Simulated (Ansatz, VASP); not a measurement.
Sn: VASP beside Ansatz

INCAR

```
SYSTEM = Sn
  PREC = Accurate
  ENCUT = 520
  EDIFF = 1E-6
  ISMEAR = -1
  SIGMA = 0.1
  LREAL = .False.
  LASPH = .True.
  NELM = 60
  ALGO = Normal
  ISIF = 2
  LWAVE = .False.
  LCHARG = .False.
  GGA = PS
  NBANDS = 28
```

KPOINTS

```
regular mesh
0
Gamma
  8 8 11
  0 0 0
```

The input POSCAR:

```
Sn
1.0
    5.1646391664      0.0000000000      0.0000000000
   -2.5823195832      4.4727087195      0.0000000000
    0.0000000000      0.0000000000      3.1462699719
Sn
3
Direct
    0.0000000000      1.0000000000      0.0000000000
    0.3333333333      0.6666666667      0.5000000000
    0.6666666667      0.3333333333      0.5000000000
```

Input for Ansatz:

```yaml
crystal:
  lattice:
    - [5.1646391664, 0.0, 0.0]
    - [-2.5823195832, 4.4727087195, 0.0]
    - [0.0, 0.0, 3.1462699719]
  atoms:
    - { symbol: Sn, position: [0.0, 1.0, 0.0] }
    - { symbol: Sn, position: [0.3333333333, 0.6666666667, 0.5] }
    - { symbol: Sn, position: [0.6666666667, 0.3333333333, 0.5] }
hamiltonian:
  xc: pbesol
  pseudopotentials:
    kind: paw
    azcp:
      Sn: "pseudopotentials/Sn.paw.azcp"
basis:
  ecutwfc: 420
  fft_grid_basis: typed
kpoints:
  mp_grid: { grid: [8, 8, 11], shift: [0, 0, 0] }
magnetization:
  spin_polarized: false
scf:
  occupations: { method: fermi_dirac, width: 0.1 }
  lower_state_search: "off"
output:
  stress: true
```

Alike in both runs: task single point; functional PBEsol; k mesh 8 × 8 × 11; occupations fermi-dirac, width 0.1 eV; no spin polarisation.

|  | VASP | Ansatz |
| --- | --- | --- |
| version | VASP 6.6.1 | Ansatz 0.2.0 |
| potentials or method | VASP PAW PBE potentials, release 64 (Sn_d), cutoff 520 eV | plane waves (420 eV) with PAW, scalar-relativistic |
| valence electrons in the cell | 42 | 42 |

|  | VASP | Ansatz | Ansatz less VASP |
| --- | --- | --- | --- |
| pressure (GPa) | 6.0 | 6.1 | +0.08 |
| traceless stress, the component that is largest in VASP (GPa) | -2.67 | -2.68 | -0.014 |

VASP's potentials were made for PBE, not for PBEsol, and Ansatz warns of the same on its side.
